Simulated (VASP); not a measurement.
The system is Te2As.

```
CELL_PARAMETERS angstrom
0.00000 3.48655 3.48655
3.48655 0.00000 3.48655
3.48655 3.48655 0.00000
ATOMIC_POSITIONS crystal
Te 0.25000 0.25000 0.25000
Te 0.75000 0.75000 0.75000
As 0.00000 0.00000 0.00000
```

* Program: VASP 6.6.1
* Task: relaxation of cell and atoms
* Functional: PBE
* Potentials or basis: VASP PAW PBE potentials, release 64 (Te, As)
* Cutoff: 600 eV
* k mesh: 12 × 12 × 12
* Occupations: gaussian, width 0.1 eV
* Spin: no spin polarisation

At the start: pressure 3.0 GPa; volume 28.26 Å³/atom.

Where does the relaxation end?

Over 3 steps the energy falls by 13.5 meV/atom and the volume is 29.78 Å³/atom (+5.4 %); space group Fm-3m (No. 225, to 0.05 Å).

The path:
```tsv
step	energy change (eV)	largest force (eV/Å)	pressure (GPa)	volume (Å³)
1	0.0000	0.0000	2.96	84.77
2	-0.0339	0.0000	-1.03	91.32
3	-0.0404	0.0000	0.01	89.35
```

Final structure:
```
Te As
1.0
     0.00000    3.54830    3.54830
     3.54830    0.00000    3.54830
     3.54830    3.54830    0.00000
Te As
2 1
Direct
  0.25000 0.25000 0.25000
  0.75000 0.75000 0.75000
  0.00000 0.00000 0.00000
```
